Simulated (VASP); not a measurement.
The system is HfC.

```
CELL_PARAMETERS angstrom
3.34287 0.00000 0.00000
-1.67143 2.89501 0.00000
0.00000 0.00000 5.20271
ATOMIC_POSITIONS crystal
Hf 0.33333 0.66667 0.25000
Hf 0.66667 0.33333 0.75000
C 0.00000 0.00000 0.50000
C 0.00000 0.00000 0.00000
```

Base run:

* Program: VASP 6.6.1
* Functional: r2SCAN
* Potentials or basis: VASP PAW PBE potentials, release 64 (Hf_pv, C)
* Cutoff: 520 eV
* k mesh: 9 × 9 × 5
* Occupations: fermi-dirac, width 0.05 eV
* Spin: no spin polarisation
* Hubbard terms: Hf d U = 8.0 eV

Its results: band gap on the k mesh zero (band 14 reaches 9.22 eV, above the bottom of band 15 at 7.50 eV); pressure 26.3 GPa.

The run is repeated on the same cell with these changes: hubbard terms from Hf d U = 8.0 eV to none. What comes out?

Band gap on the k mesh zero (band 14 reaches 7.66 eV, above the bottom of band 15 at 6.35 eV); pressure -3.8 GPa.

Caveats: the PAW data sets were made with another functional, which shifts forces and pressure a little; spin-orbit coupling is left out, which moves the levels of the heavy elements; U without spin polarisation on a metal has little footing (some runs); the U is typed as a test and isn't derived for this compound (some runs).
